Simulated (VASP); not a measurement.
A run of VASP 6.6.1 is set up as follows.

File POSCAR:

```
PbBrF
1.0
    4.1777614130      0.0000000000      0.0000000000
    0.0000000000      4.1777614130      0.0000000000
    0.0000000000      0.0000000000      7.7469951584
Pb Br F
2 2 2
Direct
    0.0000000000      0.5000000000      0.1886366501
    0.5000000000      0.0000000000      0.8113633499
    0.0000000000      0.5000000000      0.6534965532
    0.5000000000      0.0000000000      0.3465034468
    0.5000000000      0.5000000000      0.0000000000
    0.0000000000      0.0000000000      0.0000000000
```

INCAR.step1

```
SYSTEM = PbBrF
PREC = Accurate
ENCUT = 520
ISMEAR = -1
SIGMA = 0.02
LREAL = .FALSE.
LASPH = .TRUE.
NELM = 60
NBANDS = 37
GGA = PE
ALGO = Normal
EDIFF = 1E-4
LWAVE = .TRUE.
LCHARG = .FALSE.
```

The input INCAR.step2:

```
SYSTEM = PbBrF
PREC = Accurate
ENCUT = 520
EDIFF = 1E-6
ISMEAR = -1
SIGMA = 0.02
LREAL = .FALSE.
LASPH = .TRUE.
NELM = 60
ALGO = Normal
ISIF = 2
LWAVE = .FALSE.
LCHARG = .FALSE.
METAGGA = R2SCAN
LMIXTAU = .TRUE.
NBANDS = 37
ISTART = 1
```

File KPOINTS:

```
regular mesh
0
G
  6 6 4
  0 0 0
```

Potentials or basis: VASP PAW PBE potentials, release 64 (Pb_d, Br, F).

The run is started by

```sh
$ cat potpaw_PBE.64/Pb_d/POTCAR potpaw_PBE.64/Br/POTCAR potpaw_PBE.64/F/POTCAR > POTCAR
$ cp INCAR.step1 INCAR
$ mpirun -np 1 vasp_std > vasp.out
$ cp INCAR.step2 INCAR
$ mpirun -np 1 vasp_std > vasp.out
```

What does it give for the largest force?

0.024 eV/Å.

Estimate the pressure.

-0.1 GPa.

Forces in eV/Å, atoms in the order of the input:
```
Pb   0.000  0.000  0.024
Pb   0.000  0.000 -0.024
Br   0.000  0.000 -0.002
Br   0.000  0.000  0.002
F    0.000  0.000  0.000
F    0.000  0.000  0.000
```

Caveat: the PAW data sets were made with another functional, which shifts forces and pressure a little.
